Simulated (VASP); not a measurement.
# AlGa2Sb3 (R-3m) in VASP: notebook

The runs below take AlGa2Sb3 through relaxation of cell and atoms, single point, with PBE.

All numbers are computed with VASP 6.6.1; they aren't measurements. Logs are shortened: lines on timing, memory, paths and dates and some standing lists are left out, and cuts for length are marked.

### Step 1. The cell of the first run

The structure is trigonal, space group R-3m (No. 166). The conventional cell has a = 6.308 Å, b = 6.308 Å, c = 15.335 Å, α = 90.00°, β = 90.00°, γ = 120.00°. Al (site symmetry -3m) has 6 Sb at 3.14 Å and 8 Ga at 3.81 to 3.98 Å within 4.1 Å. Within 3.1 Å of Ga (site symmetry 3m) lie 3 Sb at 2.31 Å. Within 3.1 Å of Sb (site symmetry 2/m) lie 2 Ga at 2.31 Å.

### Step 2. Relaxation of cell and atoms, PBE

The input, INCAR:

```
SYSTEM = AlGa2Sb3
ALGO = Normal
EDIFF = 1E-6
EDIFFG = -0.04
ENCUT = 600
GGA = PE
IBRION = 2
ISIF = 3
ISMEAR = 0
LASPH = .True.
LCHARG = .False.
LREAL = .False.
LWAVE = .False.
NELM = 100
NSW = 90
PREC = Accurate
SIGMA = 0.1
```

The input, KPOINTS:

```
k-points
0
Gamma
  3 3 3
  0 0 0
```

The input, POSCAR:

```
AlGa2Sb3
1.0
    3.1538482500      1.8208751400      5.1115566400
   -3.1538482500      1.8208751400      5.1115566400
    0.0000000000     -3.6417502800      5.1115566400
Al Ga Sb
1 2 3
Direct
    0.5000000000      0.5000000000      0.5000000000
    0.2401876900      0.2401876900      0.2401876900
    0.7598123100      0.7598123100      0.7598123100
    0.5000000000      0.5000000000      0.0000000000
    0.0000000000      0.5000000000      0.5000000000
    0.5000000000      0.0000000000      0.5000000000
```

Potentials or basis: VASP PAW PBE potentials, release 64 (Al, Ga_d, Sb).

Started as:

```sh
cat potpaw_PBE.64/Al/POTCAR potpaw_PBE.64/Ga_d/POTCAR potpaw_PBE.64/Sb/POTCAR > POTCAR
mpirun -np 1 vasp_std > vasp.out
```

OUTCAR:

```text
SYSTEM = AlGa2Sb3
   EDIFF = 1E-6
   EDIFFG = -0.04
   ENCUT = 600
   GGA = PE
   IBRION = 2
   ISIF = 3
   ISMEAR = 0
   LASPH = .True.
   LREAL = .False.
   NELM = 100
   NSW = 90
   PREC = Accurate

 ion  position               nearest neighbor table
   1  0.500  0.500  0.500-   5 3.14   6 3.14   6 3.14   5 3.14   4 3.14   4 3.14
   2  0.240  0.240  0.240-   5 2.31   6 2.31   4 2.31
   3  0.760  0.760  0.760-   5 2.31   6 2.31   4 2.31
   4  0.500  0.500  0.000-   2 2.31   3 2.31   1 3.14   1 3.14   5 3.15   6 3.15   6 3.15   5 3.15

   5  0.000  0.500  0.500-   2 2.31   3 2.31   1 3.14   1 3.14   6 3.15   6 3.15   4 3.15   4 3.15

   6  0.500  0.000  0.500-   2 2.31   3 2.31   1 3.14   1 3.14   5 3.15   5 3.15   4 3.15   4 3.15

  LATTYP: Found a trigonal (rhomboedric) cell.
 ALAT       =     6.2761737058
 COS(alpha) =     0.4949647714

  Lattice vectors:

 A1 = (   3.1538482500,   1.8208751400,   5.1115566400)
 A2 = (  -3.1538482500,   1.8208751400,   5.1115566400)
 A3 = (   0.0000000000,  -3.6417502800,   5.1115566400)

Analysis of symmetry for initial positions (statically):
=====================================================================
 Subroutine PRICEL returns:
 Original cell was already a primitive cell.

 Routine SETGRP: Setting up the symmetry group for a
 trigonal (rhombohedral) supercell.

 Subroutine GETGRP returns: Found 12 space group operations
 (whereof 12 operations were pure point group operations)
 out of a pool of 12 trial point group operations.

The static configuration has the point symmetry D_3d.

Analysis of symmetry for dynamics (positions and initial velocities):
=====================================================================
 Subroutine PRICEL returns:
 Original cell was already a primitive cell.

 Routine SETGRP: Setting up the symmetry group for a
 trigonal (rhombohedral) supercell.

 Subroutine GETGRP returns: Found 12 space group operations
 (whereof 12 operations were pure point group operations)
 out of a pool of 12 trial point group operations.

The dynamic configuration has the point symmetry D_3d.

 Subroutine INISYM returns: Found 12 space group operations
 (whereof 12 operations are pure point group operations),
 and found     1 'primitive' translations

----------------------------------------------------------------------------------------

                                     Primitive cell

  volume of cell :     176.1268

  direct lattice vectors                    reciprocal lattice vectors
     3.153848250  1.820875140  5.111556640     0.158536480  0.091531079  0.065211707
[... 94 lines left out ...]
     AMIX     =   0.40;   BMIX     =  1.00
     AMIX_MAG =   1.60;   BMIX_MAG =  1.00
  volume/ion in A,a.u.               =      29.35       198.09
  Fermi-wavevector in a.u.,A,eV,Ry     =   1.031060  1.948421 14.464145  1.063085
  Thomas-Fermi vector in A             =   2.165189
   LORBIT       =      0    0 simple, 1 ext, 2 COOP (PROOUT), +10 PAW based schemes
   GGA     = PE    functional components
   LHFCALC =     F    Hartree Fock is set to
   AEXX    =    0.0000 exact exchange contribution
   IVDW    =     0    specifies the selected vdW correction
   LEPSILON=     F    determine dielectric tensor
   LRPA    =     F    only Hartree local field effects (RPA)
 conjugate gradient relaxation of ions
 non-spin polarized calculation
 Gauss-broadening in eV      SIGMA  =   0.10
  energy-cutoff  :      600.00
  volume of cell :      176.13
 maximum number of plane-waves:      5925
 NGX is ok and might be reduce to    50
   NGX = 25   NGY = 25   NGZ = 25

--------------------------------------- Ionic step        1  -------------------------------------------

 number of electron      44.0000012 magnetization

 Free energy of the ion-electron system (eV)
  ---------------------------------------------------
  ext. energy  EPLUGINS =         0.00000000
  ---------------------------------------------------
  free energy    TOTEN  =       -13.60347226 eV

  energy without entropy =      -13.57865806  energy(sigma->0) =      -13.59106516

------------------------ aborting loop because EDIFF is reached ----------------------------------------

  FORCE on cell =-STRESS in cart. coord.  units (eV):
  Direction    XX          YY          ZZ          XY          YZ          ZX
  --------------------------------------------------------------------------------------
  -------------------------------------------------------------------------------------
  Total       22.5935842     22.5935843     20.3452997      0.0000000     -0.0000000      0.0000000
  in kB      205.5276832    205.5276841    185.0756513      0.0000000     -0.0000000      0.0000000
  external PRESSURE =     198.7103395 kB  Pullay stress =       0.0000000 kB
[... 101 lines left out ...]
  FREE ENERGIE OF THE ION-ELECTRON SYSTEM (eV)
  ---------------------------------------------------
  free  energy   TOTEN  =       -18.1849301755 eV

  energy  without entropy=      -18.1441427949  energy(sigma->0) =      -18.16453649

 E-fermi :   4.8786     XC(G=0):  -9.0816

 val. band max:        4.8343620701   @ k =   0.3333   0.3333   0.0000
 cond. band min:       4.9857082127   @ k =   0.3333   0.3333   0.0000
 fundamental gap:      0.1513461426
 Fermi energy:         4.8785857120

 k-point     1 :       0.0000    0.0000    0.0000
  band No.  band energies     occupation
      1      -9.9994      2.00000
      2      -9.9855      2.00000
      3      -9.9855      2.00000
      4      -9.9855      2.00000
      5      -9.9855      2.00000
      6      -9.9722      2.00000
[... 163 lines left out ...]
     25       6.5570      0.00000
     26       6.8626      0.00000

[... ionic steps 4 to 45 ...]

--------------------------------------- Ionic step       46  -------------------------------------------

 number of electron      44.0000008 magnetization

------------------------ aborting loop because EDIFF is reached ----------------------------------------
[... 75 lines left out ...]
--------------------------------------- Ionic step       48  -------------------------------------------

 number of electron      44.0000008 magnetization

 Free energy of the ion-electron system (eV)
  ---------------------------------------------------
  ext. energy  EPLUGINS =         0.00000000
  ---------------------------------------------------
  free energy    TOTEN  =       -20.50649955 eV

  energy without entropy =      -20.49379921  energy(sigma->0) =      -20.50014938

 E-fermi :   6.2764     XC(G=0):  -9.6074

 val. band max:        6.2762175031   @ k =  -0.3333   0.3333   0.0000
 cond. band min:       6.5214056011   @ k =   0.3333   0.3333   0.0000
 fundamental gap:      0.2451880981
 Fermi energy:         6.2763945190

 k-point     1 :       0.0000    0.0000    0.0000
  band No.  band energies     occupation
      1      -8.9015      2.00000
      2      -8.9006      2.00000
      3      -8.9006      2.00000
      4      -8.9001      2.00000
      5      -8.9001      2.00000
      6      -8.8864      2.00000
[... 196 lines left out ...]
  FREE ENERGIE OF THE ION-ELECTRON SYSTEM (eV)
  ---------------------------------------------------
  free  energy   TOTEN  =       -20.5064995498 eV

  energy  without entropy=      -20.4937992129  energy(sigma->0) =      -20.50014938

 reached required accuracy - stopping structural energy minimisation
```

CONTCAR:

```text
AlGa2Sb3
   1.00000000000000
     3.0184705234185318    1.7427147719859004    5.0923503993222017
    -3.0184705234185318    1.7427147719859004    5.0923503993222017
    -0.0000000000000002   -3.4854295439718004    5.0923503993222017
  Al              Ga              Sb
     1     2     3
Direct
     0.5000000000000000    0.5000000000000000    0.5000000000000000
     0.1372062664005663    0.1372062664005663    0.1372062664005663
     0.8627937335994337    0.8627937335994337    0.8627937335994337
     0.5000000000000000    0.5000000000000000    0.0000000000000000
     0.0000000000000000    0.5000000000000000    0.5000000000000000
     0.5000000000000000    0.0000000000000000    0.5000000000000000

  0.00000000E+00  0.00000000E+00  0.00000000E+00
  0.00000000E+00  0.00000000E+00  0.00000000E+00
  0.00000000E+00  0.00000000E+00  0.00000000E+00
  0.00000000E+00  0.00000000E+00  0.00000000E+00
  0.00000000E+00  0.00000000E+00  0.00000000E+00
  0.00000000E+00  0.00000000E+00  0.00000000E+00
```

It took 13 min on 1 thread of Intel Xeon 6975P-C (Granite Rapids), shared host; peak memory 0.39 GiB.

What came out:

- Free energy: -20.5065 eV
- Relaxed volume: 26.79 Å³/atom
- Relaxed cell: a = 6.171 Å, b = 6.171 Å, c = 6.171 Å, α = 58.57°, β = 58.57°, γ = 58.57°
- Space group after relaxing (to 0.05 Å): R-3m (No. 166)
- Energy gained by relaxing: 1150.5 meV/atom
- Ionic steps: 48
- Pressure after relaxing: 0.1 GPa
- Largest force after relaxing: 0.007 eV/Å
- Band gap on the k mesh: zero (band 22 reaches 6.28 eV, above the bottom of band 23 at 5.68 eV)

Forces on the atoms (eV/Å):
```
Al   0.000  0.000  0.000
Ga   0.000  0.000  0.007
Ga   0.000  0.000 -0.007
Sb   0.000  0.000  0.000
Sb   0.000  0.000  0.000
Sb   0.000  0.000  0.000
```

Stress tensor (GPa, compression positive):
```
0.05 0.00 0.00
0.00 0.05 0.00
0.00 0.00 0.21
```

Step by step:
```csv
step,energy change (eV),largest force (eV/Å),pressure (GPa),volume (Å³)
1,0.0000,7.9500,19.87,176.13
3,-4.5815,1.3452,-1.35,240.66
5,-4.8747,1.4419,-1.27,230.97
7,-6.5732,0.5565,2.36,168.33
9,-6.6984,0.0823,0.01,176.41
11,-6.7052,0.0982,-0.23,177.00
13,-6.7125,0.1456,0.03,175.03
15,-6.7182,0.3232,1.87,164.26
17,-6.7215,0.2585,1.12,168.60
19,-6.7293,0.2823,1.23,167.02
21,-6.7469,0.3719,2.00,160.69
23,-6.7735,0.3579,1.75,159.18
25,-6.7951,0.3133,1.32,160.46
27,-6.8290,0.2018,-0.23,166.82
29,-6.8339,0.1845,-0.28,167.02
31,-6.8426,0.0830,0.23,165.44
33,-6.8496,0.1137,-0.01,165.90
35,-6.8652,0.1011,0.09,164.54
37,-6.8773,0.0347,0.40,158.96
39,-6.8864,0.0796,0.30,160.18
41,-6.8900,0.0831,0.18,160.74
43,-6.9002,0.0255,-0.24,161.73
45,-6.9030,0.0084,0.12,160.85
47,-6.9030,0.0094,0.19,160.63
48,-6.9030,0.0068,0.10,160.72
```

Final structure:
```cif
data_structure
_symmetry_space_group_name_H-M 'P 1'
_symmetry_Int_Tables_number 1
_cell_length_a 6.1709
_cell_length_b 6.1709
_cell_length_c 6.1709
_cell_angle_alpha 58.569
_cell_angle_beta 58.569
_cell_angle_gamma 58.569
_cell_volume 160.72
loop_
_atom_site_label
_atom_site_type_symbol
_atom_site_fract_x
_atom_site_fract_y
_atom_site_fract_z
_atom_site_occupancy
Al1 Al 0.50000 0.50000 0.50000 1
Ga1 Ga 0.13721 0.13721 0.13721 1
Ga2 Ga 0.86279 0.86279 0.86279 1
Sb1 Sb 0.50000 0.50000 0.00000 1
Sb2 Sb 0.00000 0.50000 0.50000 1
Sb3 Sb 0.50000 0.00000 0.50000 1
```

Levels at points of the mesh, in eV from the Fermi level:
```csv
k point,band 18,band 19,band 20,band 21,band 22,band 23,band 24,band 25,band 26
"(0.00, 0.00, 0.00)",-4.21,-3.95,-3.30,-2.11,-2.11,-0.59,-0.59,-0.25,3.51
```

Caveat: the k points lie up to 0.42 Å⁻¹ apart in the final cell; spin-orbit coupling is left out, which moves the levels of the heavy elements.

(Part 1 of 2 ends here.)
